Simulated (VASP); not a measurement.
# CrB (Cmcm) in VASP: further runs

Runs on CrB. Level: LDA. Tasks: single point.

Everything below comes from runs of VASP 6.6.1. Logs are shortened: lines on timing, memory, paths and dates and some standing lists are left out, and cuts for length are marked.

## (1) The cell of the first run

It takes space group Cmcm (No. 63, orthorhombic). The conventional cell has a = 2.960 Å, b = 7.810 Å, c = 2.940 Å, α = 90.00°, β = 90.00°, γ = 90.00°. B (site symmetry m2m) has 2 B at 1.66 Å and 7 Cr at 2.13 to 2.37 Å within 2.4 Å. Within 2.8 Å of Cr (site symmetry m2m) lie 7 B at 2.13 to 2.37 Å and 6 Cr at 2.64 to 2.71 Å.

## (2) Single point, LDA, non-collinear spin, typed start

INCAR reads:

```
SYSTEM = CrB
ALGO = Normal
EDIFF = 1E-6
ENCUT = 520
GGA = CA
ISIF = 2
ISMEAR = -1
LASPH = .True.
LCHARG = .True.
LMAXMIX = 4
LNONCOLLINEAR = .True.
LORBIT = 11
LREAL = .False.
LVHAR = .True.
LWAVE = .False.
MAGMOM = 0 0 0 0 0 0 0 0 3 3 0 0
NBANDS = 44
NELM = 150
PREC = Accurate
SIGMA = 0.1
```

KPOINTS reads:

```
k-points
0
Gamma
  5 5 5
  0 0 0
```

POSCAR reads:

```
CrB
1.0
    1.4800000000     -3.9050000000      0.0000000000
    1.4800000000      3.9050000000      0.0000000000
    0.0000000000      0.0000000000      2.9400000000
B Cr
2 2
Direct
    0.5500000000      0.4500000000      0.7500000000
    0.4500000000      0.5500000000      0.2500000000
    0.8540000000      0.1460000000      0.7500000000
    0.1460000000      0.8540000000      0.2500000000
```

Potentials or basis: VASP PAW LDA potentials, release 64 (B, Cr_pv).

Started as:

```bash
cat potpaw_LDA.64/B/POTCAR potpaw_LDA.64/Cr_pv/POTCAR > POTCAR
mpirun -np 1 vasp_ncl > vasp.out
```

OUTCAR:

```text
SYSTEM = CrB
   EDIFF = 1E-6
   ENCUT = 520
   GGA = CA
   ISIF = 2
   ISMEAR = -1
   LASPH = .True.
   LNONCOLLINEAR = .True.
   LORBIT = 11
   LREAL = .False.
   NELM = 150
   PREC = Accurate

 ion  position               nearest neighbor table
   1  0.550  0.450  0.750-   2 1.66   2 1.66   3 2.13   3 2.13   4 2.22   4 2.22   4 2.22   4 2.22
                             3 2.37
   2  0.450  0.550  0.250-   1 1.66   1 1.66   4 2.13   4 2.13   3 2.22   3 2.22   3 2.22   3 2.22
                             4 2.37
   3  0.854  0.146  0.750-   1 2.13   1 2.13   2 2.22   2 2.22   2 2.22   2 2.22   1 2.37   4 2.64
                             4 2.64   4 2.64   4 2.64   4 2.71   4 2.71
   4  0.146  0.854  0.250-   2 2.13   2 2.13   1 2.22   1 2.22   1 2.22   1 2.22   2 2.37   3 2.64
                             3 2.64   3 2.64   3 2.64   3 2.71   3 2.71

  LATTYP: Found a base centered orthorhombic cell.
 ALAT       =     2.9600000000
 B/A-ratio  =     2.6385135135
 C/A-ratio  =     0.9932432432

  Lattice vectors:

 A1 = (   1.4800000000,  -3.9050000000,   0.0000000000)
 A2 = (   1.4800000000,   3.9050000000,   0.0000000000)
 A3 = (   0.0000000000,   0.0000000000,   2.9400000000)

Analysis of symmetry for initial positions (statically):
=====================================================================
 Subroutine PRICEL returns:
 Original cell was already a primitive cell.

 Routine SETGRP: Setting up the symmetry group for a
 base centered orthorhombic supercell.

 Subroutine GETGRP returns: Found  8 space group operations
 (whereof  4 operations were pure point group operations)
 out of a pool of  8 trial point group operations.

The static configuration has the point symmetry C_2h.
 The point group associated with its full space group is D_2h.

Analysis of symmetry for dynamics (positions and initial velocities):
=====================================================================
 Subroutine PRICEL returns:
 Original cell was already a primitive cell.

 Routine SETGRP: Setting up the symmetry group for a
 base centered orthorhombic supercell.

 Subroutine GETGRP returns: Found  8 space group operations
 (whereof  4 operations were pure point group operations)
 out of a pool of  8 trial point group operations.

The dynamic configuration has the point symmetry C_2h.
 The point group associated with its full space group is D_2h.

Analysis of structural, dynamic, and magnetic symmetry:
=====================================================================
 Subroutine PRICEL returns:
 Original cell was already a primitive cell.

[... 155 lines left out ...]
  ext. energy  EPLUGINS =         0.00000000
  ---------------------------------------------------
  free energy    TOTEN  =       -38.16742615 eV

  energy without entropy =      -38.06919692  energy(sigma->0) =      -38.11831154

 E-fermi :  10.6075     XC(G=0): -13.7545

 val. band max:       10.6065062004   @ k =   0.4000   0.0000   0.2000
 cond. band min:      10.6196026269   @ k =   0.2000   0.2000  -0.2000
 fundamental gap:      0.0130964266
 Fermi energy:        10.6074961429

 k-point     1 :       0.0000    0.0000    0.0000
  band No.  band energies     occupation
      1     -32.5742      1.00000
      2     -32.5733      1.00000
      3     -32.3963      1.00000
      4     -32.3954      1.00000
      5     -32.3641      1.00000
      6     -32.3632      1.00000
[... 1069 lines left out ...]
     41      15.8749      0.00000
     42      15.8760      0.00000

 [... further k-points ...]

 [bands above 42 left out]

------------------------ aborting loop because EDIFF is reached ----------------------------------------

  FORCE on cell =-STRESS in cart. coord.  units (eV):
  Direction    XX          YY          ZZ          XY          YZ          ZX
  --------------------------------------------------------------------------------------
  -------------------------------------------------------------------------------------
  Total       -4.3986421     -2.2488803     -2.5522807      0.0000377      0.0000051      0.0000118
  in kB     -207.3810770   -106.0270893   -120.3313904      0.0017793      0.0002406      0.0005569
  external PRESSURE =    -144.5798522 kB  Pullay stress =       0.0000000 kB

 VOLUME and BASIS-vectors are now :
 -----------------------------------------------------------------------------
  energy-cutoff  :      520.00
  volume of cell :       33.98
      direct lattice vectors                 reciprocal lattice vectors
     1.480000000 -3.905000000  0.000000000     0.337837838 -0.128040973  0.000000000
     1.480000000  3.905000000  0.000000000     0.337837838  0.128040973  0.000000000
     0.000000000  0.000000000  2.940000000     0.000000000  0.000000000  0.340136054

 POSITION                                       TOTAL-FORCE (eV/Angst)
 -----------------------------------------------------------------------------------
      1.48000     -0.39050      2.20500         0.000000     -2.076840     -0.000001
      1.48000      0.39050      0.73500         0.000005      2.076927     -0.000001
      1.48000     -2.76474      2.20500         0.000005      0.101186      0.000001
      1.48000      2.76474      0.73500        -0.000010     -0.101273      0.000001
 -----------------------------------------------------------------------------------
    total drift:                               -0.000003      0.000108      0.000004

  FREE ENERGIE OF THE ION-ELECTRON SYSTEM (eV)
  ---------------------------------------------------
  free  energy   TOTEN  =       -38.1674261520 eV

  energy  without entropy=      -38.0691969199  energy(sigma->0) =      -38.11831154

 total charge

# of ion       s       p       d       tot
------------------------------------------
    1        0.708   1.353   0.000   2.060
    2        0.708   1.353   0.000   2.060
    3        0.336   6.417   4.339  11.091
    4        0.336   6.417   4.338  11.091
--------------------------------------------------
tot          2.086  15.540   8.677  26.303

 magnetization (x)

# of ion       s       p       d       tot
------------------------------------------
    1        0.000   0.000   0.000   0.000
    2        0.000   0.000   0.000   0.000
    3        0.000   0.000   0.000   0.000
    4       -0.000  -0.000  -0.001  -0.001
--------------------------------------------------
tot          0.000   0.000  -0.001  -0.001

 magnetization (y)

# of ion       s       p       d       tot
------------------------------------------
    1        0.000   0.000   0.000   0.000
    2        0.000   0.000   0.000   0.000
    3       -0.000   0.000  -0.000  -0.000
    4       -0.000  -0.000  -0.000  -0.000
--------------------------------------------------
tot         -0.000   0.000  -0.000  -0.000

 magnetization (z)

# of ion       s       p       d       tot
------------------------------------------
    1        0.000   0.000   0.000   0.000
    2        0.000   0.000   0.000   0.000
    3       -0.000  -0.000  -0.001  -0.001
    4        0.000   0.000   0.000   0.000
--------------------------------------------------
tot          0.000   0.000  -0.001  -0.001
```

OSZICAR:

```text
N       E                     dE             d eps       ncg     rms          rms(c)
DAV:   1     0.363950359843E+03    0.36395E+03   -0.15864E+04 11008   0.161E+03
DAV:   2    -0.188069841607E+02   -0.38276E+03   -0.36450E+03 11012   0.499E+02
DAV:   3    -0.452657907231E+02   -0.26459E+02   -0.25319E+02 12036   0.143E+02
DAV:   4    -0.460652790290E+02   -0.79949E+00   -0.78858E+00 13064   0.229E+01
DAV:   5    -0.460906402734E+02   -0.25361E-01   -0.25342E-01 15468   0.361E+00    0.302E+01
DAV:   6    -0.400736050013E+02    0.60170E+01   -0.72277E+01 13044   0.892E+01    0.134E+01
DAV:   7    -0.382216414952E+02    0.18520E+01   -0.15479E+01 11832   0.470E+01    0.377E+00
DAV:   8    -0.381881148078E+02    0.33527E-01   -0.80634E-01 11748   0.668E+00    0.166E+00
DAV:   9    -0.381693776698E+02    0.18737E-01   -0.88742E-02 14408   0.312E+00    0.540E-01
DAV:  10    -0.381687769317E+02    0.60074E-03   -0.18941E-02 13844   0.176E+00    0.459E-01
DAV:  11    -0.381676302936E+02    0.11466E-02   -0.51970E-03 14196   0.141E+00    0.190E-01
DAV:  12    -0.381674241252E+02    0.20617E-03   -0.77329E-04 14620   0.408E-01    0.736E-02
DAV:  13    -0.381674209807E+02    0.31445E-05   -0.16354E-04 13052   0.145E-01    0.274E-02
DAV:  14    -0.381674253612E+02   -0.43805E-05   -0.15276E-05 16228   0.466E-02    0.104E-02
DAV:  15    -0.381674261520E+02   -0.79072E-06   -0.15550E-06  9964   0.168E-02
   1 F= -.38167426E+02 E0= -.38118312E+02  d E =-.982292E-01  mag=    -0.0005    -0.0000    -0.0006
```

Wall time 13 min (1 thread of Intel Xeon 8259CL, shared host); peak memory 0.4 GiB.

Results:

| Property | Result |
| --- | --- |
| Free energy | -38.1674 eV |
| Pressure | -14.5 GPa |
| Largest force | 2.077 eV/Å |
| Band gap on the k mesh | zero (bands 30 and 31 overlap by 1.49 eV) |
| Net moment | 0.00 μB per cell |
| Valence electrons inside the program's atomic spheres | B 2.06; Cr 11.09 |

Forces in eV/Å, atoms in the order of the input:
```
B    0.000 -2.077  0.000
B    0.000  2.077  0.000
Cr   0.000  0.101  0.000
Cr   0.000 -0.101  0.000
```

Stress tensor (GPa, compression positive):
```
-20.74   0.00   0.00
  0.00 -10.60   0.00
  0.00   0.00 -12.03
```

Moments on the atoms (μB; x, y, z):
```
B   0.00 0.00 0.00
B   0.00 0.00 0.00
Cr  0.00 0.00 0.00
Cr  0.00 0.00 0.00
```

Caveat: the k points lie up to 0.45 Å⁻¹ apart, too coarse for converged energies and pressures of a metal; forces of over 1 eV/Å act on the atoms, so gaps and moduli don't describe the material at rest.

## (3) Single point, LDA, non-collinear spin, typed start

INCAR reads:

```
SYSTEM = CrB
PREC     = Accurate       ! precision mode
ENCUT    = 500            ! plane-wave cutoff, eV
EDIFF    = 1E-6           ! SCF threshold, eV
ISMEAR   = -1             ! smearing method
SIGMA    = 0.1            ! smearing width, eV
LREAL    = .False.        ! projectors in reciprocal space
LASPH    = .True.         ! aspherical terms in the spheres
NELM     = 200            ! most SCF steps
ALGO     = Normal         ! electronic algorithm
ISIF     = 2              ! what is computed and relaxed
LWAVE    = .False.        ! write WAVECAR
LCHARG   = .False.        ! write CHGCAR
LNONCOLLINEAR= .True.         ! non-collinear magnetism
MAGMOM   = 0 0 0 0 0 0 2.17 0.832 1.897 2.921 -0.62 0.293 ! initial moments
LORBIT   = 11             ! projections on sites
LMAXMIX  = 4              ! l up to which the mixer works
NBANDS   = 44             ! bands
GGA_COMPAT= .False.
```

KPOINTS reads:

```
Automatic mesh
0
Gamma
  5 5 5
  0 0 0
```

POSCAR is that of step 2.

Potentials or basis: VASP PAW LDA potentials, release 64 (B, Cr_pv).

Started as:

```bash
cat potpaw_LDA.64/B/POTCAR potpaw_LDA.64/Cr_pv/POTCAR > POTCAR
mpirun -np 1 vasp_ncl > vasp.out
```

Run time: 8.2 min. Hardware: 1 thread of Oxide Virtual Turin-like, shared host; peak memory 0.34 GiB.

Results (log left out):

```
Free energy                                           : -38.1666 eV
Pressure                                              : -14.5 GPa
Largest force                                         : 2.078 eV/Å
Band gap on the k mesh                                : zero (bands 30 and 31 overlap by 1.49 eV)
Net moment                                            : 0.00 μB per cell
Valence electrons inside the program's atomic spheres : B 2.06; Cr 11.09
```

Forces on the atoms (eV/Å):
```
B    0.000 -2.078  0.000
B    0.000  2.077  0.000
Cr   0.000  0.102  0.000
Cr   0.000 -0.102  0.000
```

Stress tensor (GPa, compression positive):
```
-20.83   0.00   0.00
  0.00 -10.69   0.00
  0.00   0.00 -12.12
```

Levels at points of the mesh, in eV from the Fermi level:
| k point | band 27 | band 28 | band 29 | band 30 | band 31 | band 32 | band 33 | band 34 |
| --- | --- | --- | --- | --- | --- | --- | --- | --- |
| (0.00, 0.00, 0.00) | -0.82 | -0.82 | -0.31 | -0.31 | -0.22 | -0.22 | 0.44 | 0.44 |

Moments on the atoms (μB; x, y, z):
```
B   0.00 0.00 0.00
B   0.00 0.00 0.00
Cr  0.00 0.00 0.00
Cr  0.00 0.00 0.00
```

Caveat: the k points lie up to 0.45 Å⁻¹ apart, too coarse for converged energies and pressures of a metal; forces of over 1 eV/Å act on the atoms, so gaps and moduli don't describe the material at rest.

[end of part 1 of 2]
